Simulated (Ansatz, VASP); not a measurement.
**Two plane-wave programs on BaTiO3**

File INCAR:

```
SYSTEM = BaTiO3
  ALGO = Normal
  EDIFF = 1E-6
  ENCUT = 520
  GGA = PE
  ISIF = 2
  ISMEAR = 0
  LASPH = .True.
  LCHARG = .False.
  LDAU = .True.
  LDAUJ = 0 0 0
  LDAUL = -1 2 -1
  LDAUPRINT = 1
  LDAUTYPE = 2
  LDAUU = 0 4 0
  LMAXMIX = 4
  LREAL = .False.
  LWAVE = .False.
  NBANDS = 28
  NELM = 150
  PREC = Accurate
  SIGMA = 0.02
```

KPOINTS

```
k-points
0
Gamma
  8 8 8
  0 0 0
```

POSCAR

```
BaTiO3
1.0
    4.3482183854      0.0000000000      0.0000000000
    0.0000000000      3.0963361789      3.1058858666
    0.0000000000     -3.0963361789      3.1058858666
Ba Ti O
1 1 3
Direct
    0.0000000000      0.0000000000      0.0000000000
    0.5000000000      0.5079000000      0.5079000000
    0.0000000000      0.4921000000      0.4921000000
    0.5000000000      0.5025100000      0.9937100000
    0.5000000000      0.9937100000      0.5025100000
```

Input for Ansatz:

```yaml
crystal:
  lattice:
    - [4.3482183854, 0.0, 0.0]
    - [0.0, 3.0963361789, 3.1058858666]
    - [0.0, -3.0963361789, 3.1058858666]
  atoms:
    - { symbol: Ba, position: [0.0, 0.0, 0.0] }
    - { symbol: Ti, position: [0.5, 0.5079, 0.5079] }
    - { symbol: O, position: [0.0, 0.4921, 0.4921] }
    - { symbol: O, position: [0.5, 0.50251, 0.99371] }
    - { symbol: O, position: [0.5, 0.99371, 0.50251] }
basis:
  ecutwfc: 420
kpoints:
  mp_grid: { grid: [8, 8, 8] }
hamiltonian:
  xc: pbe
  hubbard: { sites: [{ species: Ti, l: d, u_eff: 4.0 }] }
scf:
  occupations: { method: gaussian, width: 0.02 }
output:
  forces: true
  stress: true
  eigenvalues: true
```

Alike in both runs: task single point; functional PBE; k mesh 8 × 8 × 8; occupations gaussian, width 0.02 eV; no spin polarisation; Hubbard terms Ti d U = 4.0 eV.

|  | VASP | Ansatz |
| --- | --- | --- |
| version | VASP 6.6.1 | Ansatz 0.2.0 |
| potentials or method | VASP PAW PBE potentials, release 64 (Ba_sv, Ti_sv, O), cutoff 520 eV | scalar-relativistic, plane waves, PAW |
| valence electrons in the cell | 40 | 40 |

|  | VASP | Ansatz | Ansatz less VASP |
| --- | --- | --- | --- |
| gap on the k mesh at the Fermi level (eV) | 1.62 | 1.61 | -0.012 |
| least direct gap on the mesh (eV) | 1.97 | 1.95 | -0.019 |
| pressure (GPa) | -21.4 | -22.6 | -1.16 |
| traceless stress, the component that is largest in VASP (GPa) | -0.28 | -0.24 | +0.035 |
| rms of the force components (eV/Å) | 0.247 | 0.307 | +0.0597 |

The programs project onto different local orbitals, so the same U acts differently, and such runs can settle in different states. Atom by atom the forces differ by 0.061 eV/Å (rms over components).

Spin-orbit coupling is off throughout.
